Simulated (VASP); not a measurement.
Input of a VASP 6.6.1 run:

POSCAR

```
C
1.0
   -2.4291088834      2.4655455167      2.4655455167
    2.4291088834     -2.3926722501      2.3926722501
    2.4291088834      2.3926722501     -2.3926722501
C
8
Direct
    0.3254551632      0.0000000000      0.0000000000
    0.6745448368      0.6745448368      0.6745448368
    0.0000000000      0.3254551632      0.0000000000
    0.0000000000      0.0000000000      0.3254551632
    0.0000000000      0.6745448368      0.0000000000
    0.3254551632      0.3254551632      0.3254551632
    0.6745448368      0.0000000000      0.0000000000
    0.0000000000      0.0000000000      0.6745448368
```

The input INCAR.step1:

```
SYSTEM = C
PREC = Accurate ; ENCUT = 520
ISMEAR = 0 ; SIGMA = 0.05
LREAL = .FALSE. ; LASPH = .TRUE.
NELM = 80 ; NBANDS = 26
GGA = PE ; ALGO = Normal
EDIFF = 1E-4 ; LWAVE = .TRUE.
LCHARG = .FALSE.
```

INCAR.step2

```
SYSTEM = C
PREC = Accurate ; ENCUT = 520
EDIFF = 1E-6 ; ISMEAR = 0
SIGMA = 0.05 ; LREAL = .FALSE.
LASPH = .TRUE. ; NELM = 80
ALGO = Normal ; ISIF = 2
LWAVE = .FALSE. ; LCHARG = .FALSE.
METAGGA = R2SCAN ; LMIXTAU = .TRUE.
NBANDS = 26 ; ISTART = 1
```

Contents of KPOINTS:

```
regular mesh
0
G
  8 8 8
  0 0 0
```

Potentials or basis: VASP PAW PBE potentials, release 64 (C).

The run is started by

```sh
$ cat potpaw_PBE.64/C/POTCAR > POTCAR
$ cp INCAR.step1 INCAR
$ mpirun -np 1 vasp_std > vasp.out
$ cp INCAR.step2 INCAR
$ mpirun -np 1 vasp_std > vasp.out
```

(1) Predict the band gap on the k mesh.

(2) Estimate the pressure.

(3) Predict the largest force.

Results:

(1) 2.91 eV (least direct gap 3.94 eV).

(2) 0.9 GPa.

(3) 0.085 eV/Å.

Caveat: the cell differs from its parent crystal (strain +0.0300 x Voigt [0, 0, 0, 1, 0, 0]); the PAW data sets were made with another functional, which shifts forces and pressure a little.
